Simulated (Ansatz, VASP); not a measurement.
# TiO2 in VASP and in Ansatz

```
Ti O
1.0
     4.59400   -0.04594   -0.04594
    -0.04594    4.59400   -0.04594
    -0.02959   -0.02959    2.95900
Ti O
2 4
Direct
  0.00000 0.00000 0.00000
  0.50000 0.50000 0.50000
  0.30600 0.30600 0.00000
  0.19400 0.80600 0.50000
  0.69400 0.69400 0.00000
  0.80600 0.19400 0.50000
```

Change from the starting cell: equal xy, yz and zx shear strains of -2 %.

Alike in both runs: task single point; functional LDA; k mesh 7 × 7 × 10; occupations fermi-dirac, width 0.05 eV; no spin polarisation.

|  | VASP | Ansatz |
| --- | --- | --- |
| version | VASP 6.6.1 | Ansatz 0.2.0 |
| potentials or method | VASP PAW LDA potentials, release 64 (Ti_sv, O), cutoff 520 eV | all-electron LAPW, scalar-relativistic |

```tsv
	VASP	Ansatz	Ansatz less VASP
gap on the k mesh at the Fermi level (eV)	1.83	1.85	+0.024
pressure (GPa)	-6.5	-7.4	-0.93
traceless stress, the component that is largest in VASP (GPa)	4.51	4.47	-0.046
rms of the force components (eV/Å)	0.101	0.088	-0.0135
```

LDA's correlation is that of Perdew and Zunger in VASP and of Perdew and Wang (1992) in Ansatz. Atom by atom the forces differ by 0.017 eV/Å (rms over components). Ansatz ran all-electron here, and VASP with PAW potentials.
